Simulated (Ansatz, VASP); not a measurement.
## Ca2Al2O in VASP and in Ansatz

```
Ca Al O
1.0
     4.84641    0.00000    0.00000
    -2.42321    4.19712    0.00000
     0.00000    0.00000    6.11212
Ca Al O
2 2 1
Direct
  0.33333 0.66667 0.50000
  0.66667 0.33333 0.50000
  0.33333 0.66667 0.00000
  0.66667 0.33333 0.00000
  0.00000 0.00000 0.00000
```

Alike in both runs: functional PBE; k mesh 12 × 12 × 6; occupations gaussian, width 0.1 eV; no spin polarisation.

Ansatz relaxed the structure, and its values are those at the end. VASP's run is a single point on that final structure, the one shown.

```csv
,VASP,Ansatz
version,VASP 6.6.1,Ansatz 0.2.0
potentials or method,"VASP PAW PBE potentials, release 64 (Ca_sv, Al, O), cutoff 520 eV","scalar-relativistic, plane waves, PAW"
valence electrons in the cell,32,32
```

```tsv
	VASP	Ansatz	Ansatz less VASP
gap on the k mesh at the Fermi level (eV)	none	none	-
pressure (GPa)	0.0	0.0	-0.02
```

A gap of «none» marks a metal or a gap that the smearing closes.
